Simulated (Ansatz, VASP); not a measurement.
**Co: VASP beside Ansatz**

```
Co
1.0
     2.39035    0.00000    0.00000
    -1.19517    2.07010    0.00000
     0.00000    0.00000    7.78092
Co
4
Cartesian
  1.1952 2.0701 0.0000
  1.1952 2.0701 3.8905
  0.0000 1.3801 1.9452
  1.1952 0.6900 5.8357
```

Alike in both runs: task single point; functional LDA; k mesh 17 × 17 × 5; occupations fermi-dirac, width 0.1 eV; no spin polarisation.

```csv
,VASP,Ansatz
version,VASP 6.6.1,Ansatz 0.2.0
potentials or method,"VASP PAW LDA potentials, release 64 (Co), cutoff 520 eV","plane waves (420 eV) with PAW, scalar-relativistic"
valence electrons in the cell,36,68
```

|  | VASP | Ansatz | Ansatz less VASP |
| --- | --- | --- | --- |
| pressure (GPa) | -0.9 | 0.0 | +0.92 |

Ansatz warns that its potentials were made for another functional, while VASP's fit it. LDA's correlation is that of Perdew and Zunger in VASP and of Perdew and Wang (1992) in Ansatz. VASP's potentials hold 36 valence electrons a cell and Ansatz's 68, so a difference there can come from the potentials and not from the codes.
